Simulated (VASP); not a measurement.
Set up this calculation in VASP 6.6.1, as the native input.

* Task: relaxation of cell and atoms
* Functional: PBE
* Potentials or basis: VASP PAW PBE potentials, release 64 (B, F)
* Cutoff: 600 eV
* k mesh: 16 × 16 × 16
* Occupations: gaussian, width 0.1 eV
* Spin: no spin polarisation
* Dipole correction: no
* Further INCAR settings: ALGO = Normal; EDIFF = 1e-06; IBRION = 2; EDIFFG = -0.01; NSW = 100; ISIF = 3

The structure of B2F lies in POSCAR:

```
B2F
1.0
    0.0000000000      2.6548543701      2.6548543701
    2.6548543701      0.0000000000      2.6548543701
    2.6548543701      2.6548543701      0.0000000000
B F
2 1
Direct
    0.2500000000      0.2500000000      0.2500000000
    0.7500000000      0.7500000000      0.7500000000
    0.0000000000      0.0000000000      0.0000000000
```

The input as run:

INCAR

```
SYSTEM = B2F
PREC = Accurate
ENCUT = 600
EDIFF = 1E-6
ISMEAR = 0
SIGMA = 0.1
LREAL = .False.
LASPH = .True.
NELM = 100
ALGO = Normal
ISIF = 3
LWAVE = .False.
LCHARG = .False.
GGA = PE
IBRION = 2
NSW = 100
EDIFFG = -0.01
```

KPOINTS

```
Automatic mesh
0
Gamma
  16 16 16
  0 0 0
```

Potentials or basis: VASP PAW PBE potentials, release 64 (B, F).

The run is started by

```sh
$ cat potpaw_PBE.64/B/POTCAR potpaw_PBE.64/F/POTCAR > POTCAR
$ mpirun -np 1 vasp_std > vasp.out
```

Results of the run:

| Quantity | Value |
| --- | --- |
| Relaxed volume | 12.44 Å³/atom |
| Relaxed cell | a = 3.751 Å, b = 3.751 Å, c = 3.751 Å, α = 60.00°, β = 60.00°, γ = 60.00° |
| Space group after relaxing (to 0.05 Å) | Fm-3m (No. 225) |
| Energy gained by relaxing | 0.0 meV/atom |
| Ionic steps | 2 |
| Pressure after relaxing | -0.1 GPa |

Caveat: an odd number of electrons without spin polarisation forces a metal; a magnetic or distorted state may lie lower.

Wall time 48 s on 1 thread of Intel(R) Xeon(R) Platinum 8488C (Sapphire Rapids), with other jobs on the host, peak memory 0.2 GiB.
